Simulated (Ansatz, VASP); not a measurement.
## C in VASP and in Ansatz

Contents of INCAR:

```
SYSTEM = C
PREC     = Accurate       ! precision mode
ENCUT    = 520            ! plane-wave cutoff, eV
EDIFF    = 1E-6           ! SCF threshold, eV
ISMEAR   = 0              ! smearing method
SIGMA    = 0.1            ! smearing width, eV
LREAL    = .False.        ! projectors in reciprocal space
LASPH    = .True.         ! aspherical terms in the spheres
NELM     = 150            ! most SCF steps
ALGO     = Normal         ! electronic algorithm
ISIF     = 2              ! what is computed and relaxed
LWAVE    = .False.        ! write WAVECAR
LCHARG   = .False.        ! write CHGCAR
ISPIN    = 2              ! spin polarisation
MAGMOM   = 1 1 1 1 1 1 1 1 1 ! initial moments
LORBIT   = 11             ! projections on sites
GGA      = PE             ! functional
NBANDS   = 32             ! bands
```

The input KPOINTS:

```
regular mesh
0
Gamma
  6 6 6
  0 0 0
```

The input POSCAR:

```
C
1.0
    4.3313626900      0.0000000000      0.0000000000
   -2.1656813500      3.7510701200      0.0000000000
    0.0000000000      0.0000000000      2.6886485900
C
9
Direct
    0.7664782800      0.6084738900      0.1412367300
    0.3915261100      0.1580043900      0.8079034000
    0.8419956100      0.2335217200      0.4745700700
    0.6084738900      0.7664782800      0.8587632700
    0.1580043900      0.3915261100      0.1920966000
    0.2335217200      0.8419956100      0.5254299300
    0.5261267700      0.0000000000      0.1666666700
    0.0000000000      0.5261267700      0.8333333300
    0.4738732300      0.4738732300      0.5000000000
```

Input for Ansatz:

```yaml
crystal:
  lattice:
    - [4.33136269, 0.0, 0.0]
    - [-2.16568135, 3.75107012, 0.0]
    - [0.0, 0.0, 2.68864859]
  atoms:
    - { symbol: C, position: [0.76647828, 0.60847389, 0.14123673], spin: 1.0 }
    - { symbol: C, position: [0.39152611, 0.15800439, 0.8079034], spin: 1.0 }
    - { symbol: C, position: [0.84199561, 0.23352172, 0.47457007], spin: 1.0 }
    - { symbol: C, position: [0.60847389, 0.76647828, 0.85876327], spin: 1.0 }
    - { symbol: C, position: [0.15800439, 0.39152611, 0.1920966], spin: 1.0 }
    - { symbol: C, position: [0.23352172, 0.84199561, 0.52542993], spin: 1.0 }
    - { symbol: C, position: [0.52612677, 0.0, 0.16666667], spin: 1.0 }
    - { symbol: C, position: [0.0, 0.52612677, 0.83333333], spin: 1.0 }
    - { symbol: C, position: [0.47387323, 0.47387323, 0.5], spin: 1.0 }
basis:
  ecutwfc: 420
kpoints:
  mp_grid: { grid: [6, 6, 6] }
hamiltonian:
  xc: pbe
scf:
  occupations: { method: gaussian, width: 0.1 }
  lower_state_search: "off"
output:
  forces: true
  stress: true
  eigenvalues: true
  populations: true
magnetization:
  spin_polarized: true
```

Alike in both runs: task single point; functional PBE; k mesh 6 × 6 × 6; occupations gaussian, width 0.1 eV; collinear spin.

```csv
,VASP,Ansatz
version,VASP 6.6.1,Ansatz 0.2.0
potentials or method,"VASP PAW PBE potentials, release 64 (C), cutoff 520 eV","scalar-relativistic, plane waves, PAW"
valence electrons in the cell,36,36
```

```csv
,VASP,Ansatz,Ansatz less VASP
gap on the k mesh at the Fermi level (eV),none,none,-
rms of the force components (eV/Å),3.228,3.215,-0.0132
net moment per atom (μB),0.00,0.00,0.000
```

Atom by atom the forces differ by 0.027 eV/Å (rms over components). A gap of «none» marks a metal or a gap that the smearing closes. Ansatz's warnings: seeded moment not kept.

The k mesh is coarse, so the values compare programs but aren't converged.
